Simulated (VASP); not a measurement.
# WS2 in VASP: a series of runs

Runs on WS2. Level: r2SCAN. Tasks: single point.

All numbers are computed with VASP 6.6.1; they aren't measurements. Logs are shortened: lines on timing, memory, paths and dates and some standing lists are left out, and cuts for length are marked.

## (1) The cell of the first run

The cell holds a slab with vacuum, 3 atoms: a = 3.133 Å, b = 3.133 Å, c = 17.104 Å, α = 90.00°, β = 90.00°, γ = 120.00°.

## (2) Single point, r2SCAN

Input file POSCAR:

```
WS2
1.0
    3.1333789571      0.0000000000      0.0000000000
   -1.5666894785      2.7135857765      0.0000000000
    0.0000000000      0.0000000000     17.1040315658
W S
1 2
Direct
    0.3333333333      0.6666666667      0.0000000000
    0.6666666667      0.3333333333      0.9078800771
    0.6666666667      0.3333333333      0.0921199229
```

Input file INCAR.step1:

```
SYSTEM = WS2
  PREC = Accurate
  ENCUT = 520
  ISMEAR = 0
  SIGMA = 0.02
  LREAL = .False.
  LASPH = .True.
  NELM = 80
  NBANDS = 20
  GGA = PE
  ALGO = Normal
  EDIFF = 1E-4
  LWAVE = .True.
  LCHARG = .False.
```

Input file INCAR.step2:

```
SYSTEM = WS2
  PREC = Accurate
  ENCUT = 520
  EDIFF = 1E-7
  ISMEAR = 0
  SIGMA = 0.02
  LREAL = .False.
  LASPH = .True.
  NELM = 80
  ALGO = Normal
  ISIF = 2
  LWAVE = .False.
  LCHARG = .False.
  METAGGA = R2SCAN
  LMIXTAU = .True.
  NBANDS = 20
  ISTART = 1
```

Input file KPOINTS:

```
regular mesh
0
Gamma
  12 12 2
  0 0 0
```

Potentials or basis: VASP PAW PBE potentials, release 64 (W_sv, S).

Started as:

```console
> cat potpaw_PBE.64/W_sv/POTCAR potpaw_PBE.64/S/POTCAR > POTCAR
> cp INCAR.step1 INCAR
> mpirun -np 1 vasp_std > vasp.out
> cp INCAR.step2 INCAR
> mpirun -np 1 vasp_std > vasp.out
```

OUTCAR:

```text
SYSTEM = WS2
   PREC = Accurate
   ENCUT = 520
   EDIFF = 1E-7
   ISMEAR = 0
   LREAL = .False.
   LASPH = .True.
   NELM = 80
   ISIF = 2
   METAGGA = R2SCAN
   ISTART = 1

 ion  position               nearest neighbor table
   1  0.333  0.667  0.000-   2 2.40   3 2.40   2 2.40   3 2.40   2 2.40   3 2.40
   2  0.667  0.333  0.908-   1 2.40   1 2.40   1 2.40
   3  0.667  0.333  0.092-   1 2.40   1 2.40   1 2.40

  LATTYP: Found a hexagonal cell.
 ALAT       =     3.1333789571
 C/A-ratio  =     5.4586539962

  Lattice vectors:

 A1 = (   3.1333789571,   0.0000000000,   0.0000000000)
 A2 = (  -1.5666894785,   2.7135857765,   0.0000000000)
 A3 = (   0.0000000000,   0.0000000000,  17.1040315658)

Analysis of symmetry for initial positions (statically):
=====================================================================
 Subroutine PRICEL returns:
 Original cell was already a primitive cell.

 Routine SETGRP: Setting up the symmetry group for a
 hexagonal supercell.

 Subroutine GETGRP returns: Found 12 space group operations
 (whereof 12 operations were pure point group operations)
 out of a pool of 24 trial point group operations.

The static configuration has the point symmetry D_3h.

Analysis of symmetry for dynamics (positions and initial velocities):
=====================================================================
 Subroutine PRICEL returns:
 Original cell was already a primitive cell.

 Routine SETGRP: Setting up the symmetry group for a
 hexagonal supercell.

 Subroutine GETGRP returns: Found 12 space group operations
 (whereof 12 operations were pure point group operations)
 out of a pool of 24 trial point group operations.

The dynamic configuration has the point symmetry D_3h.

 Subroutine INISYM returns: Found 12 space group operations
 (whereof 12 operations are pure point group operations),
 and found     1 'primitive' translations

----------------------------------------------------------------------------------------

                                     Primitive cell

  volume of cell :     145.4303

  direct lattice vectors                    reciprocal lattice vectors
     3.133378957  0.000000000  0.000000000     0.319144289  0.184258041  0.000000000
    -1.566689479  2.713585776  0.000000000     0.000000000  0.368516083  0.000000000
     0.000000000  0.000000000 17.104031566     0.000000000  0.000000000  0.058465748

  length of vectors
     3.133378957  3.133378957 17.104031566     0.368516083  0.368516083  0.058465748

  position of ions in fractional coordinates (direct lattice)
     0.333333333  0.666666667  0.000000000
     0.666666667  0.333333333  0.907880077
     0.666666667  0.333333333  0.092119923

  ion indices of the primitive-cell ions
   primitive index   ion index
                 1           1
                 2           2
                 3           3

----------------------------------------------------------------------------------------

 KPOINTS: regular mesh

Automatic generation of k-mesh.
 Grid dimensions read from file:
 generate k-points for:   12   12    2

 Generating k-lattice:

  Cartesian coordinates                     Fractional coordinates (reciprocal lattice)
     0.026595357  0.015354837  0.000000000     0.083333333  0.000000000  0.000000000
     0.000000000  0.030709674  0.000000000     0.000000000  0.083333333  0.000000000
     0.000000000  0.000000000  0.029232874     0.000000000  0.000000000  0.500000000

  Length of vectors
     0.030709674  0.030709674  0.029232874

  Shift w.r.t. Gamma in fractional coordinates (k-lattice)
     0.000000000  0.000000000  0.000000000

 Subroutine IBZKPT returns following result:
 ===========================================

 Found     38 irreducible k-points:

 Following reciprocal coordinates:
            Coordinates               Weight
  0.000000  0.000000  0.000000      1.000000
  0.083333  0.000000  0.000000      6.000000
  0.166667  0.000000  0.000000      6.000000
  0.250000  0.000000  0.000000      6.000000
  0.333333  0.000000  0.000000      6.000000
  0.416667  0.000000  0.000000      6.000000
[... 16 lines left out ...]
  0.250000  0.000000  0.500000      6.000000
  0.333333  0.000000  0.500000      6.000000
 [... further k-points ...]
   k-points           NKPTS =     38   k-points in BZ     NKDIM =     38   number of bands    NBANDS=     20
   number of dos      NEDOS =    301   number of ions     NIONS =      3
   total plane-waves  NPLWV =  73728
   dimension x,y,z NGX =    24 NGY =   24 NGZ =  128
   dimension x,y,z NGXF=    48 NGYF=   48 NGZF=  256
   ions per type =               1   2
   NGX,Y,Z   is equivalent  to a cutoff of  12.73, 12.73, 12.44 a.u.
   NGXF,Y,Z  is equivalent  to a cutoff of  25.47, 25.47, 24.88 a.u.
 SYSTEM =  WS2
   PREC   = accura    normal or accurate (medium, high low for compatibility)
   ISTART =      1    job   : 0-new  1-cont  2-samecut
   ICHARG =      0    charge: 1-file 2-atom 10-const
   ISPIN  =      1    spin polarized calculation?
   LNONCOLLINEAR =      F non collinear calculations
   LSORBIT =      F    spin-orbit coupling
   LASPH  =      T    aspherical Exc in radial PAW
   ENCUT  =  520.0 eV  38.22 Ry    6.18 a.u.   5.83  5.83 31.80*2*pi/ulx,y,z
   NELM   =     80;   NELMIN=  2; NELMDL=  0     # of ELM steps
   EDIFF  = 0.1E-06   stopping-criterion for ELM
   LREAL  =      F    real-space projection
   EDIFFG = 0.1E-05   stopping-criterion for IOM
   NSW    =      0    number of steps for IOM
   IBRION =     -1    ionic relax: 0-MD 1-quasi-New 2-CG
   NFREE  =      0    steps in history (QN), initial steepest desc. (CG)
   ISIF   =      2    stress and relaxation
   ISYM   =      2    0-nonsym 1-usesym 2-fastsym
   POTIM  = 0.5000    time-step for ionic-motion
   TEBEG  =    0.0;   TEEND  =   0.0 temperature during run
   PSTRESS=    0.0 pullay stress
   NELECT =      26.0000    total number of electrons
   NUPDOWN=      -1.0000    fix difference up-down
   EMIN   =  10.00;   EMAX   =-10.00  energy-range for DOS
   EFERMI =   0.00;   METHOD = LEGACY
   ISMEAR =     0;   SIGMA  =   0.02  broadening in eV -4-tet -1-fermi 0-gaus
   EFERMI_NEDOS =   21; number of points for ismear=-14 and -15
   IALGO  =     38    algorithm
   IMIX   =      4    mixing-type and parameters
     AMIX     =   0.40;   BMIX     =  1.00
     AMIX_MAG =   1.60;   BMIX_MAG =  1.00
  volume/ion in A,a.u.               =      48.48       327.14
  Fermi-wavevector in a.u.,A,eV,Ry     =   0.922248  1.742796 11.572313  0.850541
  Thomas-Fermi vector in A             =   2.047754
   LORBIT       =      0    0 simple, 1 ext, 2 COOP (PROOUT), +10 PAW based schemes
   METAGGA = R2SCAN    functional components
   LHFCALC =     F    Hartree Fock is set to
   AEXX    =    0.0000 exact exchange contribution
   IVDW    =     0    specifies the selected vdW correction
   LEPSILON=     F    determine dielectric tensor
   LRPA    =     F    only Hartree local field effects (RPA)
 non-spin polarized calculation
 Gauss-broadening in eV      SIGMA  =   0.02
  energy-cutoff  :      520.00
  volume of cell :      145.43
 maximum number of plane-waves:      3945
 NGX is ok and might be reduce to    24
   NGX = 11   NGY = 11   NGZ = 63

 number of electron      25.9999996 magnetization

 Free energy of the ion-electron system (eV)
  ---------------------------------------------------
  ext. energy  EPLUGINS =         0.00000000
  ---------------------------------------------------
  free energy    TOTEN  =       -70.01419744 eV

  energy without entropy =      -70.01419744  energy(sigma->0) =      -70.01419744

 E-fermi :  -1.0538     XC(G=0):  -4.6358

 val. band max:       -1.2595147754   @ k =   0.3333   0.3333   0.5000
 cond. band min:       0.8926490218   @ k =   0.1667   0.1667   0.5000
 fundamental gap:      2.1521637972
 Fermi energy:        -1.0537765169

 k-point     1 :       0.0000    0.0000    0.0000
  band No.  band energies     occupation
      1     -77.1604      2.00000
      2     -40.7869      2.00000
      3     -40.5751      2.00000
      4     -40.5751      2.00000
      5     -16.8982      2.00000
      6     -15.1765      2.00000
[... 12 lines left out ...]
     19       4.8112      0.00000
     20       4.9477      0.00000

 k-point     2 :       0.0833    0.0000    0.0000
  band No.  band energies     occupation
      1     -77.1588      2.00000
      2     -40.7816      2.00000
      3     -40.6039      2.00000
      4     -40.5818      2.00000
      5     -16.7718      2.00000
      6     -15.1293      2.00000
[... 12 lines left out ...]
     19       4.9539      0.00000
     20       5.4044      0.00000

 k-point     3 :       0.1667    0.0000    0.0000
  band No.  band energies     occupation
      1     -77.1544      2.00000
      2     -40.7671      2.00000
      3     -40.6818      2.00000
      4     -40.5998      2.00000
      5     -16.4118      2.00000
      6     -14.9952      2.00000
[... 12 lines left out ...]
     19       5.3690      0.00000
     20       6.1398      0.00000

 k-point     4 :       0.2500    0.0000    0.0000
  band No.  band energies     occupation
      1     -77.1485      2.00000
      2     -40.7866      2.00000
      3     -40.7471      2.00000
      4     -40.6243      2.00000
      5     -15.8757      2.00000
      6     -14.7979      2.00000
[... 12 lines left out ...]
     19       6.0016      0.00000
     20       6.6050      0.00000

 k-point     5 :       0.3333    0.0000    0.0000
  band No.  band energies     occupation
      1     -77.1425      2.00000
      2     -40.8897      2.00000
      3     -40.7271      2.00000
      4     -40.6487      2.00000
      5     -15.2662      2.00000
      6     -14.5805      2.00000
[... 12 lines left out ...]
     19       6.6131      0.00000
     20       6.6352      0.00000
[... 353 lines left out ...]
      6     -15.1293      2.00000
[... 12 lines left out ...]
     19       4.8009      0.00000
     20       5.5998      0.00000

 k-point    22 :       0.1667    0.0000    0.5000
  band No.  band energies     occupation
      1     -77.1544      2.00000
      2     -40.7671      2.00000
      3     -40.6818      2.00000
      4     -40.5998      2.00000
      5     -16.4118      2.00000
      6     -14.9952      2.00000
[... 12 lines left out ...]
     19       5.2724      0.00000
     20       6.4018      0.00000

 k-point    23 :       0.2500    0.0000    0.5000
  band No.  band energies     occupation
      1     -77.1485      2.00000
      2     -40.7866      2.00000
      3     -40.7471      2.00000
      4     -40.6243      2.00000
      5     -15.8757      2.00000
      6     -14.7979      2.00000
[... 12 lines left out ...]
     19       5.8367      0.00000
     20       6.9630      0.00000

 k-point    24 :       0.3333    0.0000    0.5000
  band No.  band energies     occupation
      1     -77.1425      2.00000
      2     -40.8897      2.00000
      3     -40.7271      2.00000
      4     -40.6488      2.00000
      5     -15.2662      2.00000
      6     -14.5805      2.00000
[... 12 lines left out ...]
     19       6.5092      0.00000
     20       6.7644      0.00000

 [... further k-points ...]

------------------------ aborting loop because EDIFF is reached ----------------------------------------

  FORCE on cell =-STRESS in cart. coord.  units (eV):
  Direction    XX          YY          ZZ          XY          YZ          ZX
  --------------------------------------------------------------------------------------
  -------------------------------------------------------------------------------------
  Total        1.7030773      1.7030773      0.0508453      0.0000000      0.0000000      0.0000000
  in kB       18.7624689     18.7624689      0.5601525      0.0000000      0.0000000      0.0000000
  external PRESSURE =      12.6950301 kB  Pullay stress =       0.0000000 kB

 VOLUME and BASIS-vectors are now :
 -----------------------------------------------------------------------------
  energy-cutoff  :      520.00
  volume of cell :      145.43
      direct lattice vectors                 reciprocal lattice vectors
     3.133378957  0.000000000  0.000000000     0.319144289  0.184258041  0.000000000
    -1.566689479  2.713585776  0.000000000     0.000000000  0.368516083  0.000000000
     0.000000000  0.000000000 17.104031566     0.000000000  0.000000000  0.058465748

 POSITION                                       TOTAL-FORCE (eV/Angst)
 -----------------------------------------------------------------------------------
     -0.00000      1.80906      0.00000         0.000000      0.000000      0.000000
      1.56669      0.90453     15.52841         0.000000      0.000000     -0.025375
      1.56669      0.90453      1.57562        -0.000000      0.000000      0.025375
 -----------------------------------------------------------------------------------
    total drift:                                0.000001     -0.000001      0.000000

  FREE ENERGIE OF THE ION-ELECTRON SYSTEM (eV)
  ---------------------------------------------------
  free  energy   TOTEN  =       -70.0141974423 eV

  energy  without entropy=      -70.0141974423  energy(sigma->0) =      -70.01419744
```

Wall time 4.1 min (1 thread of Intel Xeon 6975P-C (Granite Rapids), shared host); peak memory 0.34 GiB.

What came out:

- Free energy: -70.0142 eV
- Largest force: 0.025 eV/Å
- Band gap on the k mesh: 2.15 eV

Forces in eV/Å, atoms in the order of the input:
```
W    0.000  0.000  0.000
S    0.000  0.000 -0.025
S    0.000  0.000  0.025
```

Caveat: there is no dipole correction, which matters where the two faces differ; the PAW data sets were made with another functional, which shifts forces and pressure a little; spin-orbit coupling is left out, which moves the levels of the heavy elements.

## (3) Single point, r2SCAN (biaxial strain in the a-b plane: +1.5 %, then relaxed in part)

Input file POSCAR:

```
WS2
1.0
    3.2288118187      0.0000000000      0.0000000000
   -1.6144059093      2.7962330590      0.0000000000
    0.0000000000      0.0000000000     16.7980580565
W S
1 2
Direct
    0.3333333333      0.6666666667      0.0000000000
    0.6666666667      0.3333333333      0.9081212350
    0.6666666667      0.3333333333      0.0918787650
```

Input file INCAR.step1:

```
PREC = Accurate
ENCUT = 520
ISMEAR = 0
SIGMA = 0.02
LREAL = F
LASPH = T
NELM = 80
NBANDS = 20
GGA = PE
ALGO = Normal
EDIFF = 1E-4
LWAVE = T
LCHARG = F
```

Input file INCAR.step2:

```
PREC = Accurate
ENCUT = 520
EDIFF = 1E-6
ISMEAR = 0
SIGMA = 0.02
LREAL = F
LASPH = T
NELM = 80
ALGO = Normal
ISIF = 2
LWAVE = F
LCHARG = F
METAGGA = R2SCAN
LMIXTAU = T
NBANDS = 20
ISTART = 1
```

Input file KPOINTS:

```
Automatic mesh
0
Gamma
  12 12 2
```

Potentials or basis: VASP PAW PBE potentials, release 64 (W_sv, S).

Started as:

```console
> cat potpaw_PBE.64/W_sv/POTCAR potpaw_PBE.64/S/POTCAR > POTCAR
> cp INCAR.step1 INCAR
> mpirun -np 1 vasp_std > vasp.out
> cp INCAR.step2 INCAR
> mpirun -np 1 vasp_std > vasp.out
```

It took 3.8 min on 1 thread of Intel Xeon 6975P-C (Granite Rapids), shared host; peak memory 0.35 GiB.

The run converged. Its results:

```yaml
Free_energy: -70.0202 eV
Largest_force: 0.019 eV/Å
Band_gap_on_the_k_mesh: 1.52 eV (least direct gap 1.73 eV)
```

Forces in eV/Å, atoms in the order of the input:
```
W    0.000  0.000  0.000
S    0.000  0.000 -0.019
S    0.000  0.000  0.019
```

Levels at points of the mesh, in eV from the valence-band top:
| k point | band 10 | band 11 | band 12 | band 13 | band 14 | band 15 | band 16 | band 17 |
| --- | --- | --- | --- | --- | --- | --- | --- | --- |
| (0.00, 0.00, 0.00) | -2.22 | -2.07 | -2.07 | 0.00 | 2.79 | 2.79 | 3.00 | 3.00 |
| (0.50, 0.00, 0.00) | -3.84 | -2.29 | -1.74 | -1.10 | 2.62 | 3.10 | 4.20 | 4.76 |
| (0.00, 0.00, 0.50) | -2.22 | -2.07 | -2.07 | 0.00 | 2.79 | 2.79 | 3.00 | 3.00 |
| (0.50, 0.00, 0.50) | -3.84 | -2.29 | -1.74 | -1.10 | 2.62 | 3.10 | 4.20 | 4.76 |

Caveat: the cell differs from its parent crystal (biaxial strain in the a-b plane: +1.5 %, then relaxed in part); there is no dipole correction, which matters where the two faces differ; the PAW data sets were made with another functional, which shifts forces and pressure a little; spin-orbit coupling is left out, which moves the levels of the heavy elements.

(Part 1 of 2 ends here.)
